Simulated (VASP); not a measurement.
# Cs (Pm-3m) in VASP: single point with PBEsol

Aim: the single point of Cs with PBEsol.

Everything below comes from runs of VASP 6.6.1. Logs are shortened: lines on timing, memory, paths and dates and some standing lists are left out, and cuts for length are marked.

**1. The cell of the first run**

It takes space group Pm-3m (No. 221, cubic). Conventional cell: a = 4.902 Å, b = 4.902 Å, c = 4.902 Å, α = 90.00°, β = 90.00°, γ = 90.00°.

**2. Single point, PBEsol**

INCAR reads:

```
SYSTEM = Cs
  ALGO = Normal
  EDIFF = 1E-6
  ENCUT = 520
  GGA = PS
  ISIF = 2
  ISMEAR = -1
  LASPH = .True.
  LCHARG = .False.
  LREAL = .False.
  LWAVE = .False.
  NBANDS = 10
  NELM = 80
  PREC = Accurate
  SIGMA = 0.13605693000000002
```

KPOINTS reads:

```
k-points
0
Gamma
  8 8 8
  0 0 0
```

POSCAR reads:

```
Cs
1.0
    4.9024283396      0.0000000000      0.0000000000
    0.0000000000      4.9024283396      0.0000000000
    0.0000000000      0.0000000000      4.9024283396
Cs
1
Direct
    0.0000000000      0.0000000000      0.0000000000
```

Potentials or basis: VASP PAW PBE potentials, release 64 (Cs_sv).

Command:

```console
cat potpaw_PBE.64/Cs_sv/POTCAR > POTCAR
mpirun -np 1 vasp_std > vasp.out
```

OUTCAR:

```text
SYSTEM = Cs
   EDIFF = 1E-6
   ENCUT = 520
   GGA = PS
   ISIF = 2
   ISMEAR = -1
   LASPH = .True.
   LREAL = .False.
   NELM = 80
   PREC = Accurate

 ion  position               nearest neighbor table
   1  0.000  0.000  0.000-

  LATTYP: Found a simple cubic cell.
 ALAT       =     4.9024283396

  Lattice vectors:

 A1 = (   4.9024283396,   0.0000000000,   0.0000000000)
 A2 = (   0.0000000000,   4.9024283396,   0.0000000000)
 A3 = (   0.0000000000,   0.0000000000,   4.9024283396)

Analysis of symmetry for initial positions (statically):
=====================================================================
 Subroutine PRICEL returns:
 Original cell was already a primitive cell.

 Routine SETGRP: Setting up the symmetry group for a
 simple cubic supercell.

 Subroutine GETGRP returns: Found 48 space group operations
 (whereof 48 operations were pure point group operations)
 out of a pool of 48 trial point group operations.

The static configuration has the point symmetry O_h .

Analysis of symmetry for dynamics (positions and initial velocities):
=====================================================================
 Subroutine PRICEL returns:
 Original cell was already a primitive cell.

 Routine SETGRP: Setting up the symmetry group for a
 simple cubic supercell.

 Subroutine GETGRP returns: Found 48 space group operations
 (whereof 48 operations were pure point group operations)
 out of a pool of 48 trial point group operations.

The dynamic configuration has the point symmetry O_h .

 Subroutine INISYM returns: Found 48 space group operations
 (whereof 48 operations are pure point group operations),
 and found     1 'primitive' translations

----------------------------------------------------------------------------------------

                                     Primitive cell

  volume of cell :     117.8240

  direct lattice vectors                    reciprocal lattice vectors
     4.902428340  0.000000000  0.000000000     0.203980544  0.000000000  0.000000000
     0.000000000  4.902428340  0.000000000     0.000000000  0.203980544  0.000000000
     0.000000000  0.000000000  4.902428340     0.000000000  0.000000000  0.203980544

  length of vectors
     4.902428340  4.902428340  4.902428340     0.203980544  0.203980544  0.203980544

  position of ions in fractional coordinates (direct lattice)
     0.000000000  0.000000000  0.000000000

  ion indices of the primitive-cell ions
   primitive index   ion index
                 1           1

----------------------------------------------------------------------------------------

 KPOINTS: k-points

Automatic generation of k-mesh.
 Grid dimensions read from file:
 generate k-points for:    8    8    8

 Generating k-lattice:

  Cartesian coordinates                     Fractional coordinates (reciprocal lattice)
     0.025497568  0.000000000  0.000000000     0.125000000  0.000000000  0.000000000
     0.000000000  0.025497568  0.000000000     0.000000000  0.125000000  0.000000000
     0.000000000  0.000000000  0.025497568     0.000000000  0.000000000  0.125000000

  Length of vectors
     0.025497568  0.025497568  0.025497568

  Shift w.r.t. Gamma in fractional coordinates (k-lattice)
     0.000000000  0.000000000  0.000000000

 Subroutine IBZKPT returns following result:
 ===========================================

 Found     35 irreducible k-points:

 Following reciprocal coordinates:
            Coordinates               Weight
  0.000000  0.000000  0.000000      1.000000
  0.125000  0.000000  0.000000      6.000000
  0.250000  0.000000  0.000000      6.000000
  0.375000  0.000000  0.000000      6.000000
  0.500000  0.000000  0.000000      3.000000
  0.125000  0.125000  0.000000     12.000000
[... 16 lines left out ...]
  0.375000  0.375000  0.125000     24.000000
  0.500000  0.375000  0.125000     24.000000
 [... further k-points ...]
   k-points           NKPTS =     35   k-points in BZ     NKDIM =     35   number of bands    NBANDS=     10
   number of dos      NEDOS =    301   number of ions     NIONS =      1
   total plane-waves  NPLWV =  46656
   dimension x,y,z NGX =    36 NGY =   36 NGZ =   36
   dimension x,y,z NGXF=    72 NGYF=   72 NGZF=   72
   ions per type =               1
   NGX,Y,Z   is equivalent  to a cutoff of  12.21, 12.21, 12.21 a.u.
   NGXF,Y,Z  is equivalent  to a cutoff of  24.42, 24.42, 24.42 a.u.
 SYSTEM =  Cs
   PREC   = accura    normal or accurate (medium, high low for compatibility)
   ISTART =      0    job   : 0-new  1-cont  2-samecut
   ICHARG =      2    charge: 1-file 2-atom 10-const
   ISPIN  =      1    spin polarized calculation?
   LNONCOLLINEAR =      F non collinear calculations
   LSORBIT =      F    spin-orbit coupling
   LASPH  =      T    aspherical Exc in radial PAW
   ENCUT  =  520.0 eV  38.22 Ry    6.18 a.u.   9.12  9.12  9.12*2*pi/ulx,y,z
   NELM   =     80;   NELMIN=  2; NELMDL= -5     # of ELM steps
   EDIFF  = 0.1E-05   stopping-criterion for ELM
   LREAL  =      F    real-space projection
   EDIFFG = 0.1E-04   stopping-criterion for IOM
   NSW    =      0    number of steps for IOM
   IBRION =     -1    ionic relax: 0-MD 1-quasi-New 2-CG
   NFREE  =      0    steps in history (QN), initial steepest desc. (CG)
   ISIF   =      2    stress and relaxation
   ISYM   =      2    0-nonsym 1-usesym 2-fastsym
   POTIM  = 0.5000    time-step for ionic-motion
   TEBEG  =    0.0;   TEEND  =   0.0 temperature during run
   PSTRESS=    0.0 pullay stress
   NELECT =       9.0000    total number of electrons
   NUPDOWN=      -1.0000    fix difference up-down
   EMIN   =  10.00;   EMAX   =-10.00  energy-range for DOS
   EFERMI =   0.00;   METHOD = LEGACY
   ISMEAR =    -1;   SIGMA  =   0.14  broadening in eV -4-tet -1-fermi 0-gaus
   EFERMI_NEDOS =   21; number of points for ismear=-14 and -15
   IALGO  =     38    algorithm
   IMIX   =      4    mixing-type and parameters
     AMIX     =   0.40;   BMIX     =  1.00
     AMIX_MAG =   1.60;   BMIX_MAG =  1.00
  volume/ion in A,a.u.               =     117.82       795.12
  Fermi-wavevector in a.u.,A,eV,Ry     =   0.694615  1.312633  6.564683  0.482491
  Thomas-Fermi vector in A             =   1.777158
   LORBIT       =      0    0 simple, 1 ext, 2 COOP (PROOUT), +10 PAW based schemes
   GGA     = PS    functional components
   LHFCALC =     F    Hartree Fock is set to
   AEXX    =    0.0000 exact exchange contribution
   IVDW    =     0    specifies the selected vdW correction
   LEPSILON=     F    determine dielectric tensor
   LRPA    =     F    only Hartree local field effects (RPA)
 non-spin polarized calculation
  energy-cutoff  :      520.00
  volume of cell :      117.82
 maximum number of plane-waves:      3196
   NGX = 19   NGY = 19   NGZ = 19

 number of electron       9.0000003 magnetization

 Free energy of the ion-electron system (eV)
  ---------------------------------------------------
  ext. energy  EPLUGINS =         0.00000000
  ---------------------------------------------------
  free energy    TOTEN  =        -0.88076396 eV

  energy without entropy =       -0.80732705  energy(sigma->0) =       -0.84404551

 E-fermi :   0.3305     XC(G=0):  -5.4058

 val. band max:        0.2893956821   @ k =   0.5000   0.1250   0.0000
 cond. band min:       0.4480950306   @ k =   0.5000   0.1250   0.1250
 fundamental gap:      0.1586993485
 Fermi energy:         0.3304719387

 k-point     1 :       0.0000    0.0000    0.0000
  band No.  band energies     occupation
      1     -23.6757      2.00000
      2     -10.3702      2.00000
      3     -10.3702      2.00000
      4     -10.3702      2.00000
      5      -1.3185      1.99999
      6       1.6691      0.00011
      7       1.6691      0.00011
      8       4.7672      0.00000
      9       4.7672      0.00000
     10       4.7672      0.00000

 k-point     2 :       0.1250    0.0000    0.0000
  band No.  band energies     occupation
      1     -23.6744      2.00000
      2     -10.4007      2.00000
      3     -10.3676      2.00000
      4     -10.3676      2.00000
      5      -1.1853      1.99997
      6       1.7132      0.00008
      7       1.7224      0.00007
      8       4.3128      0.00000
      9       4.3128      0.00000
     10       4.7961      0.00000

 k-point     3 :       0.2500    0.0000    0.0000
  band No.  band energies     occupation
      1     -23.6713      2.00000
      2     -10.4728      2.00000
      3     -10.3613      2.00000
      4     -10.3613      2.00000
      5      -0.8156      1.99956
      6       1.6556      0.00012
      7       1.8638      0.00003
      8       3.7597      0.00000
      9       3.7597      0.00000
     10       4.5153      0.00000

 k-point     4 :       0.3750    0.0000    0.0000
  band No.  band energies     occupation
      1     -23.6682      2.00000
      2     -10.5427      2.00000
      3     -10.3551      2.00000
      4     -10.3551      2.00000
      5      -0.2874      1.97891
      6       1.2228      0.00283
      7       2.0294      0.00001
      8       3.3930      0.00000
      9       3.3930      0.00000
     10       4.9122      0.00000
[... 222 lines left out ...]
 k-point    22 :       0.5000    0.2500    0.1250
  band No.  band energies     occupation
      1     -23.6614      2.00000
      2     -10.5540      2.00000
      3     -10.4473      2.00000
      4     -10.3725      2.00000
      5       0.7746      0.07363
      6       0.8658      0.03837
      7       2.4356      0.00000
      8       2.5256      0.00000
      9       3.6087      0.00000
     10       3.7427      0.00000

 k-point    23 :       0.3750    0.3750    0.1250
  band No.  band energies     occupation
      1     -23.6596      2.00000
      2     -10.5189      2.00000
      3     -10.5161      2.00000
      4     -10.3688      2.00000
      5       0.5839      0.26873
      6       1.4334      0.00060
      7       2.2039      0.00000
      8       2.6581      0.00000
      9       3.4979      0.00000
     10       3.7067      0.00000

 k-point    24 :       0.5000    0.3750    0.1250
  band No.  band energies     occupation
      1     -23.6584      2.00000
      2     -10.5447      2.00000
      3     -10.5138      2.00000
      4     -10.3661      2.00000
      5       0.7379      0.09534
      6       1.3981      0.00078
      7       2.2512      0.00000
      8       2.4875      0.00000
      9       3.6680      0.00000
     10       3.7526      0.00000

 [... further k-points ...]
[... 5 lines left out ...]
  --------------------------------------------------------------------------------------
  -------------------------------------------------------------------------------------
  Total       -0.0056588     -0.0056588     -0.0056588     -0.0000000      0.0000000     -0.0000000
  in kB       -0.0769489     -0.0769489     -0.0769489     -0.0000000      0.0000000     -0.0000000
  external PRESSURE =      -0.0769489 kB  Pullay stress =       0.0000000 kB

 VOLUME and BASIS-vectors are now :
 -----------------------------------------------------------------------------
  energy-cutoff  :      520.00
  volume of cell :      117.82
      direct lattice vectors                 reciprocal lattice vectors
     4.902428340  0.000000000  0.000000000     0.203980544  0.000000000  0.000000000
     0.000000000  4.902428340  0.000000000     0.000000000  0.203980544  0.000000000
     0.000000000  0.000000000  4.902428340     0.000000000  0.000000000  0.203980544

 POSITION                                       TOTAL-FORCE (eV/Angst)
 -----------------------------------------------------------------------------------
      0.00000      0.00000      0.00000         0.000000      0.000000      0.000000
 -----------------------------------------------------------------------------------
    total drift:                                0.000000      0.000000     -0.000000

  FREE ENERGIE OF THE ION-ELECTRON SYSTEM (eV)
  ---------------------------------------------------
  free  energy   TOTEN  =        -0.8807639593 eV

  energy  without entropy=       -0.8073270532  energy(sigma->0) =       -0.84404551
```

Wall time 11 s (1 thread of Intel Xeon 6975P-C (Granite Rapids), shared host); peak memory 0.21 GiB.

Results:

```yaml
Free_energy: -0.8808 eV
Pressure: 0.0 GPa
```

Caveat: the PAW data sets were made with another functional, which shifts forces and pressure a little; spin-orbit coupling is left out, which moves the levels of the heavy elements.
